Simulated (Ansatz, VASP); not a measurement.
Au in VASP and in Ansatz

File INCAR:

```
SYSTEM = Au
  ALGO = Fast
  EDIFF = 1E-6
  EDIFFG = -0.015
  ENCUT = 600
  GGA = PS
  IBRION = 2
  ISIF = 3
  ISMEAR = 0
  LASPH = .True.
  LCHARG = .False.
  LREAL = .False.
  LWAVE = .False.
  NELM = 80
  NSW = 80
  PREC = Accurate
  SIGMA = 0.1
```

File KPOINTS:

```
k-points
0
Gamma
  12 12 6
  0 0 0
```

File POSCAR:

```
Au
1.0
    3.2422043766      0.0000000000      3.2422043766
   -3.2422043766     -3.2422043766      0.0000000000
    3.2422043766     -3.2422043766     -3.2422043766
Au
6
Direct
    0.3333333333      0.6666666667      0.8333333333
    0.3333333333      0.6666666667      0.3333333333
    0.0000000000      0.0000000000      0.5000000000
    0.6666666667      0.3333333333      0.6666666667
    0.0000000000      0.0000000000      0.0000000000
    0.6666666667      0.3333333333      0.1666666667
```

Input for Ansatz:

```yaml
crystal:
  lattice:
    - [3.2422043766, 0.0, 3.2422043766]
    - [-3.2422043766, -3.2422043766, 0.0]
    - [3.2422043766, -3.2422043766, -3.2422043766]
  atoms:
    - { symbol: Au, position: [0.3333333333, 0.6666666667, 0.8333333333] }
    - { symbol: Au, position: [0.3333333333, 0.6666666667, 0.3333333333] }
    - { symbol: Au, position: [0.0, 0.0, 0.5] }
    - { symbol: Au, position: [0.6666666667, 0.3333333333, 0.6666666667] }
    - { symbol: Au, position: [0.0, 0.0, 0.0] }
    - { symbol: Au, position: [0.6666666667, 0.3333333333, 0.1666666667] }
basis:
  ecutwfc: 420
kpoints:
  mp_grid: { grid: [12, 12, 6] }
hamiltonian:
  xc: pbesol
scf:
  occupations: { method: gaussian, width: 0.1 }
output:
  forces: true
  stress: true
  eigenvalues: true
  write_density: true
  write_potential: true
  elf: true
  volumetric_format: npy
relax:
  adjacent_minimum: "off"
  f_tol: 0.015
  max_steps: 60
  cell: { stress_tol: 0.15 }
```

Alike in both runs: task relaxation of cell and atoms; functional PBEsol; k mesh 12 × 12 × 6; occupations gaussian, width 0.1 eV; no spin polarisation.

```csv
,VASP,Ansatz
version,VASP 6.6.1,Ansatz 0.2.0
potentials or method,"VASP PAW PBE potentials, release 64 (Au), cutoff 600 eV","scalar-relativistic, plane waves, PAW"
valence electrons in the cell,66,114
```

```csv
,VASP,Ansatz,Ansatz less VASP
"gap on the k mesh at the Fermi level, each at its own relaxed structure (eV)",none,none,-
relaxed volume (Å³/atom),17.03,17.04,+0.008
relaxed length of the cell vector where the two differ most in proportion (Å),5.585,5.579,-0.0055
```

VASP's potentials were made for PBE, not for PBEsol. A gap of «none» marks a metal or a gap that the smearing closes. VASP's potentials hold 66 valence electrons a cell and Ansatz's 114, so a difference there can come from the potentials and not from the codes.

Spin-orbit coupling is off throughout.
